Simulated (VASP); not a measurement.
# BN in VASP: single point with PBEsol

Aim: the single point of BN with PBEsol.

Everything below comes from runs of VASP 6.6.1. Logs are shortened: lines on timing, memory, paths and dates and some standing lists are left out, and cuts for length are marked.

## Step 1: The cell of the first run

The cell holds a slab with vacuum, 32 atoms: a = 2.550 Å, b = 3.606 Å, c = 32.123 Å, α = 90.00°, β = 90.00°, γ = 90.00°.

## Step 2: Single point, PBEsol

Contents of INCAR:

```
SYSTEM = BN
PREC     = Accurate       ! precision mode
ENCUT    = 520            ! plane-wave cutoff, eV
EDIFF    = 1E-6           ! SCF threshold, eV
ISMEAR   = -1             ! smearing method
SIGMA    = 0.05           ! smearing width, eV
LREAL    = Auto         
LASPH    = .True.         ! aspherical terms in the spheres
NELM     = 100            ! most SCF steps
ALGO     = Normal         ! electronic algorithm
ISIF     = 2              ! what is computed and relaxed
LWAVE    = .False.        ! write WAVECAR
LCHARG   = .False.        ! write CHGCAR
GGA      = PS             ! functional
NBANDS   = 86             ! bands
```

Contents of KPOINTS:

```
Automatic mesh
0
Gamma
  6 4 1
  0 0 0
```

Contents of POSCAR:

```
BN
1.0
    1.8028980000     -1.8028980000      0.0000000000
    0.0000000000      0.0000000000      3.6057950000
  -22.7141210000    -22.7141210000      0.0000000000
B N
16 16
Direct
    0.9985470000      0.0052210000      0.6784570000
    0.9985680000      0.0048250000      0.5196240000
    0.9985870000      0.0046680000      0.3608980000
    0.9985940000      0.9533680000      0.2089360000
    0.9985410000      0.0025120000      0.7594020000
    0.9985570000      0.0048760000      0.5989980000
    0.9985780000      0.0048230000      0.4402520000
    0.9985930000      0.0029870000      0.2818820000
    0.4985330000      0.4533500000      0.7906310000
    0.4985520000      0.5046460000      0.6386680000
    0.4985730000      0.5048330000      0.4799420000
    0.4985900000      0.5052390000      0.3211100000
    0.4985430000      0.5029700000      0.7176840000
    0.4985620000      0.5048040000      0.5593130000
    0.4985830000      0.5049010000      0.4005680000
    0.4985940000      0.5025270000      0.2401650000
    0.9985350000      0.2690240000      0.7973380000
    0.9985520000      0.2547900000      0.6386590000
    0.9985740000      0.2548560000      0.4799370000
    0.9985930000      0.2551880000      0.3211400000
    0.9985430000      0.2538010000      0.7180070000
    0.9985630000      0.2548360000      0.5593050000
    0.9985850000      0.2549200000      0.4005580000
    0.9985960000      0.2596110000      0.2409060000
    0.4985410000      0.7595980000      0.7586600000
    0.4985560000      0.7548940000      0.5990090000
    0.4985800000      0.7548570000      0.4402610000
    0.4985940000      0.7538160000      0.2815600000
    0.4985460000      0.7551720000      0.6784270000
    0.4985680000      0.7548480000      0.5196300000
    0.4985890000      0.7548120000      0.3609080000
    0.4985930000      0.7690410000      0.2022280000
```

Potentials or basis: VASP PAW PBE potentials, release 64 (B, N).

On the command line:

```console
> cat potpaw_PBE.64/B/POTCAR potpaw_PBE.64/N/POTCAR > POTCAR
> mpirun -np 1 vasp_std > vasp.out
```

OUTCAR:

```text
SYSTEM = BN
   PREC = Accurate
   ENCUT = 520
   EDIFF = 1E-6
   ISMEAR = -1
   LREAL = Auto
   LASPH = .True.
   NELM = 100
   ISIF = 2
   GGA = PS

 ion  position               nearest neighbor table
   1  0.999  0.005  0.678-  21 1.55  29 1.56  29 1.56  18 1.56
   2  0.999  0.005  0.520-  22 1.56  30 1.56  30 1.56  19 1.56
   3  0.999  0.005  0.361-  31 1.56  31 1.56  23 1.56  20 1.56
   4  0.999  0.953  0.209-  32 1.45  32 1.45  24 1.51
   5  0.999  0.003  0.759-  25 1.55  25 1.55  17 1.55  21 1.61
   6  0.999  0.005  0.599-  18 1.56  26 1.56  26 1.56  22 1.56
   7  0.999  0.005  0.440-  27 1.56  27 1.56  19 1.56  23 1.56
   8  0.999  0.003  0.282-  20 1.55  28 1.56  28 1.56  24 1.61
   9  0.499  0.453  0.791-  17 1.45  17 1.45  25 1.51
  10  0.499  0.505  0.639-  18 1.56  18 1.56  26 1.56  29 1.56
  11  0.499  0.505  0.480-  27 1.56  19 1.56  19 1.56  30 1.56
  12  0.499  0.505  0.321-  28 1.55  20 1.56  20 1.56  31 1.56
  13  0.499  0.503  0.718-  29 1.55  21 1.56  21 1.56  25 1.61
  14  0.499  0.505  0.559-  22 1.56  22 1.56  30 1.56  26 1.56
  15  0.499  0.505  0.401-  31 1.56  23 1.56  23 1.56  27 1.56
  16  0.499  0.503  0.240-  24 1.55  24 1.55  32 1.55  28 1.61
  17  0.999  0.269  0.797-   9 1.45   9 1.45   5 1.55
  18  0.999  0.255  0.639-   6 1.56  10 1.56  10 1.56   1 1.56
  19  0.999  0.255  0.480-  11 1.56  11 1.56   7 1.56   2 1.56
  20  0.999  0.255  0.321-   8 1.55  12 1.56  12 1.56   3 1.56
  21  0.999  0.254  0.718-   1 1.55  13 1.56  13 1.56   5 1.61
  22  0.999  0.255  0.559-   2 1.56  14 1.56  14 1.56   6 1.56
  23  0.999  0.255  0.401-   3 1.56  15 1.56  15 1.56   7 1.56
  24  0.999  0.260  0.241-   4 1.51  16 1.55  16 1.55   8 1.61
  25  0.499  0.760  0.759-   9 1.51   5 1.55   5 1.55  13 1.61
  26  0.499  0.755  0.599-  10 1.56   6 1.56   6 1.56  14 1.56
  27  0.499  0.755  0.440-  11 1.56   7 1.56   7 1.56  15 1.56
  28  0.499  0.754  0.282-  12 1.55   8 1.56   8 1.56  16 1.61
  29  0.499  0.755  0.678-  13 1.55   1 1.56   1 1.56  10 1.56
  30  0.499  0.755  0.520-   2 1.56   2 1.56  14 1.56  11 1.56
  31  0.499  0.755  0.361-  15 1.56   3 1.56   3 1.56  12 1.56
  32  0.499  0.769  0.202-   4 1.45   4 1.45  16 1.55

  LATTYP: Found a simple orthorhombic cell.
 ALAT       =     2.5496828032
 B/A-ratio  =     1.4142131702
 C/A-ratio  =    12.5986722488

  Lattice vectors:

 A1 = (   1.8028980000,  -1.8028980000,   0.0000000000)
 A2 = (   0.0000000000,   0.0000000000,   3.6057950000)
 A3 = ( -22.7141210000, -22.7141210000,   0.0000000000)

Analysis of symmetry for initial positions (statically):
=====================================================================
 Subroutine PRICEL returns:
 Original cell was already a primitive cell.

 Routine SETGRP: Setting up the symmetry group for a
 simple orthorhombic supercell.

 Subroutine GETGRP returns: Found  1 space group operations
 (whereof  1 operations were pure point group operations)
 out of a pool of  8 trial point group operations.

The static configuration has the point symmetry C_1 .

Analysis of symmetry for dynamics (positions and initial velocities):
=====================================================================
 Subroutine PRICEL returns:
 Original cell was already a primitive cell.

 Routine SETGRP: Setting up the symmetry group for a
 simple orthorhombic supercell.

 Subroutine GETGRP returns: Found  1 space group operations
 (whereof  1 operations were pure point group operations)
 out of a pool of  8 trial point group operations.

The dynamic configuration has the point symmetry C_1 .

 Subroutine INISYM returns: Found  1 space group operations
 (whereof  1 operations are pure point group operations),
 and found     1 'primitive' translations

----------------------------------------------------------------------------------------

                                     Primitive cell

  volume of cell :     295.3236

  direct lattice vectors                    reciprocal lattice vectors
     1.802898000 -1.802898000  0.000000000     0.277331274 -0.277331274  0.000000000
     0.000000000  0.000000000  3.605795000     0.000000000  0.000000000  0.277331351
   -22.714121000-22.714121000  0.000000000    -0.022012738 -0.022012738  0.000000000

  length of vectors
     2.549682803  3.605795000 32.122617976     0.392205650  0.277331351  0.031130713

  position of ions in fractional coordinates (direct lattice)
     0.998547000  0.005221000  0.678457000
     0.998568000  0.004825000  0.519624000
     0.998587000  0.004668000  0.360898000
     0.998594000  0.953368000  0.208936000
     0.998541000  0.002512000  0.759402000
     0.998557000  0.004876000  0.598998000
[... 24 lines left out ...]
     0.498589000  0.754812000  0.360908000
     0.498593000  0.769041000  0.202228000

  ion indices of the primitive-cell ions
   primitive index   ion index
                 1           1
                 2           2
                 3           3
                 4           4
                 5           5
                 6           6
[... 24 lines left out ...]
                31          31
                32          32

----------------------------------------------------------------------------------------

 KPOINTS: Automatic mesh

Automatic generation of k-mesh.
 Grid dimensions read from file:
 generate k-points for:    6    4    1

 Generating k-lattice:

  Cartesian coordinates                     Fractional coordinates (reciprocal lattice)
     0.046221879 -0.046221879  0.000000000     0.166666667  0.000000000  0.000000000
     0.000000000  0.000000000  0.069332838     0.000000000  0.250000000  0.000000000
    -0.022012738 -0.022012738  0.000000000     0.000000000  0.000000000  1.000000000

  Length of vectors
     0.065367608  0.069332838  0.031130713

  Shift w.r.t. Gamma in fractional coordinates (k-lattice)
     0.000000000  0.000000000  0.000000000

 Subroutine IBZKPT returns following result:
 ===========================================

 Found     14 irreducible k-points:

 Following reciprocal coordinates:
            Coordinates               Weight
  0.000000  0.000000  0.000000      1.000000
  0.166667  0.000000  0.000000      2.000000
  0.333333  0.000000  0.000000      2.000000
  0.500000  0.000000  0.000000      1.000000
  0.000000  0.250000  0.000000      2.000000
  0.166667  0.250000  0.000000      2.000000
  0.166667 -0.250000  0.000000      2.000000
  0.333333  0.250000  0.000000      2.000000
  0.333333 -0.250000  0.000000      2.000000
  0.500000  0.250000  0.000000      2.000000
  0.000000  0.500000  0.000000      1.000000
  0.166667  0.500000  0.000000      2.000000
  0.333333  0.500000  0.000000      2.000000
  0.500000  0.500000  0.000000      1.000000
   k-points           NKPTS =     14   k-points in BZ     NKDIM =     14   number of bands    NBANDS=     86
   number of dos      NEDOS =    301   number of ions     NIONS =     32
   total plane-waves  NPLWV = 134400
   dimension x,y,z NGX =    20 NGY =   28 NGZ =  240
   dimension x,y,z NGXF=    40 NGYF=   56 NGZF=  480
   ions per type =              16  16
   NGX,Y,Z   is equivalent  to a cutoff of  13.04, 12.91, 12.42 a.u.
   NGXF,Y,Z  is equivalent  to a cutoff of  26.08, 25.82, 24.84 a.u.
 SYSTEM =  BN
   PREC   = accura    normal or accurate (medium, high low for compatibility)
   ISTART =      0    job   : 0-new  1-cont  2-samecut
   ICHARG =      2    charge: 1-file 2-atom 10-const
   ISPIN  =      1    spin polarized calculation?
   LNONCOLLINEAR =      F non collinear calculations
   LSORBIT =      F    spin-orbit coupling
   LASPH  =      T    aspherical Exc in radial PAW
   ENCUT  =  520.0 eV  38.22 Ry    6.18 a.u.   4.74  6.70 59.73*2*pi/ulx,y,z
   NELM   =    100;   NELMIN=  2; NELMDL= -5     # of ELM steps
   EDIFF  = 0.1E-05   stopping-criterion for ELM
   LREAL  =      T    real-space projection
   EDIFFG = 0.1E-04   stopping-criterion for IOM
   NSW    =      0    number of steps for IOM
   IBRION =     -1    ionic relax: 0-MD 1-quasi-New 2-CG
   NFREE  =      0    steps in history (QN), initial steepest desc. (CG)
   ISIF   =      2    stress and relaxation
   ISYM   =      2    0-nonsym 1-usesym 2-fastsym
   POTIM  = 0.5000    time-step for ionic-motion
   TEBEG  =    0.0;   TEEND  =   0.0 temperature during run
   PSTRESS=    0.0 pullay stress
   NELECT =     128.0000    total number of electrons
   NUPDOWN=      -1.0000    fix difference up-down
   EMIN   =  10.00;   EMAX   =-10.00  energy-range for DOS
   EFERMI =   0.00;   METHOD = LEGACY
   ISMEAR =    -1;   SIGMA  =   0.05  broadening in eV -4-tet -1-fermi 0-gaus
   EFERMI_NEDOS =   21; number of points for ismear=-14 and -15
   IALGO  =     38    algorithm
   IMIX   =      4    mixing-type and parameters
     AMIX     =   0.40;   BMIX     =  1.00
     AMIX_MAG =   1.60;   BMIX_MAG =  1.00
  volume/ion in A,a.u.               =       9.23        62.28
  Fermi-wavevector in a.u.,A,eV,Ry     =   1.238926  2.341231 20.884102  1.534938
  Thomas-Fermi vector in A             =   2.373431
   LORBIT       =      0    0 simple, 1 ext, 2 COOP (PROOUT), +10 PAW based schemes
   GGA     = PS    functional components
   LHFCALC =     F    Hartree Fock is set to
   AEXX    =    0.0000 exact exchange contribution
   IVDW    =     0    specifies the selected vdW correction
   LEPSILON=     F    determine dielectric tensor
   LRPA    =     F    only Hartree local field effects (RPA)
 non-spin polarized calculation
  energy-cutoff  :      520.00
  volume of cell :      295.32
 maximum number of plane-waves:      7998
 NGX is ok and might be reduce to    20
   NGX =  9   NGY = 13   NGZ =119

 number of electron     128.0000016 magnetization

 Free energy of the ion-electron system (eV)
  ---------------------------------------------------
  ext. energy  EPLUGINS =         0.00000000
  ---------------------------------------------------
  free energy    TOTEN  =      -289.90660873 eV

  energy without entropy =     -289.90660873  energy(sigma->0) =     -289.90660873

 E-fermi :   3.5934     XC(G=0):  -8.7888

 val. band max:        2.4128371137   @ k =   0.0000   0.0000   0.0000
 cond. band min:       4.8590124653   @ k =   0.5000   0.0000   0.0000
 fundamental gap:      2.4461753515
 Fermi energy:         3.5934125563

 k-point     1 :       0.0000    0.0000    0.0000
  band No.  band energies     occupation
      1     -18.1765      2.00000
      2     -17.9880      2.00000
      3     -17.6876      2.00000
      4     -17.2848      2.00000
      5     -16.7805      2.00000
      6     -16.1710      2.00000
[... 68 lines left out ...]
     75      10.6472      0.00000
     76      10.7393      0.00000
[... 1025 lines left out ...]
     75      11.9828      0.00000
     76      11.9830      0.00000
 [bands above 76 left out]

------------------------ aborting loop because EDIFF is reached ----------------------------------------

  FORCE on cell =-STRESS in cart. coord.  units (eV):
  Direction    XX          YY          ZZ          XY          YZ          ZX
  --------------------------------------------------------------------------------------
  -------------------------------------------------------------------------------------
  Total       -0.4417496     -0.4348259      2.8742641      1.0749610      0.0004341     -0.0011597
  in kB       -2.3965619     -2.3589996     15.5933395      5.8318343      0.0023549     -0.0062917
  external PRESSURE =       3.6125927 kB  Pullay stress =       0.0000000 kB

 VOLUME and BASIS-vectors are now :
 -----------------------------------------------------------------------------
  energy-cutoff  :      520.00
  volume of cell :      295.32
      direct lattice vectors                 reciprocal lattice vectors
     1.802898000 -1.802898000  0.000000000     0.277331274 -0.277331274  0.000000000
     0.000000000  0.000000000  3.605795000     0.000000000  0.000000000  0.277331351
   -22.714121000-22.714121000  0.000000000    -0.022012738 -0.022012738  0.000000000

 POSITION                                       TOTAL-FORCE (eV/Angst)
 -----------------------------------------------------------------------------------
    -13.61028    -17.21083      0.01883         0.001591      0.001578     -0.000572
    -10.00249    -13.60312      0.01740         0.001071      0.001112     -0.000936
     -6.39713     -9.99783      0.01683        -0.002638     -0.003898     -0.002335
     -2.94543     -6.54616      3.43765         0.028929      0.029743      0.006068
    -15.44888    -19.04942      0.00906        -0.002387     -0.002604     -0.017663
    -11.80542    -15.40601      0.01758         0.002496      0.003184     -0.000647
[... 24 lines left out ...]
     -7.29880     -9.09661      2.72170         0.002098      0.002171     -0.000647
     -3.69452     -5.49234      2.77300         0.010773      0.010917      0.005788
 -----------------------------------------------------------------------------------
    total drift:                                0.000157     -0.001658      0.001559

  FREE ENERGIE OF THE ION-ELECTRON SYSTEM (eV)
  ---------------------------------------------------
  free  energy   TOTEN  =      -289.9066087261 eV

  energy  without entropy=     -289.9066087261  energy(sigma->0) =     -289.90660873
```

It took 15 min on 1 thread of Intel Xeon Platinum 8259CL at 2.50GHz (Skylake/Cascade Lake), shared host; peak memory 0.46 GiB.

Results:

```
Free energy            : -289.9066 eV
Largest force          : 0.042 eV/Å
Band gap on the k mesh : 2.45 eV (least direct gap 2.94 eV)
```

Forces on the atoms (eV/Å):
```
B    0.002  0.002 -0.001
B    0.001  0.001 -0.001
B   -0.003 -0.004 -0.002
B    0.029  0.030  0.006
B   -0.002 -0.003 -0.018
B    0.002  0.003 -0.001
B    0.000 -0.001 -0.002
B    0.007  0.005  0.002
B   -0.028 -0.028  0.006
B    0.001  0.002 -0.001
B   -0.001 -0.001  0.000
B   -0.002 -0.002  0.000
B   -0.007 -0.007  0.002
B   -0.001  0.000  0.000
B   -0.002 -0.002  0.000
B    0.003  0.002 -0.018
N   -0.011 -0.012  0.006
N   -0.002 -0.001  0.000
N    0.001  0.001  0.000
N    0.001  0.001  0.005
N   -0.002 -0.002 -0.005
N   -0.001  0.000  0.001
N    0.003  0.002 -0.001
N   -0.010 -0.010  0.007
N    0.009  0.009  0.006
N   -0.001 -0.001  0.000
N    0.000  0.001  0.000
N    0.002  0.002 -0.004
N    0.000 -0.001  0.005
N    0.000  0.001  0.001
N    0.002  0.002 -0.001
N    0.011  0.011  0.006
```

Levels at points of the mesh, in eV from the valence-band top:
| k point | band 60 | band 61 | band 62 | band 63 | band 64 | band 65 | band 66 | band 67 | band 68 | band 69 |
| --- | --- | --- | --- | --- | --- | --- | --- | --- | --- | --- |
| (0.00, 0.00, 0.00) | -0.57 | -0.42 | -0.34 | -0.02 | 0.00 | 4.15 | 4.58 | 5.10 | 5.50 | 5.75 |
| (0.50, 0.00, 0.00) | -3.20 | -2.68 | -2.68 | -0.49 | -0.49 | 2.45 | 2.45 | 4.21 | 4.21 | 4.85 |
| (0.00, 0.50, 0.00) | -2.32 | -2.27 | -2.27 | -0.36 | -0.36 | 4.81 | 4.81 | 6.64 | 6.64 | 7.20 |
| (0.50, 0.50, 0.00) | -2.50 | -2.35 | -2.35 | -0.08 | -0.08 | 4.10 | 4.10 | 8.76 | 8.77 | 9.10 |

Caveat: the k points lie up to 0.44 Å⁻¹ apart; there is no dipole correction, which matters where the two faces differ; the PAW data sets were made with another functional, which shifts forces and pressure a little.
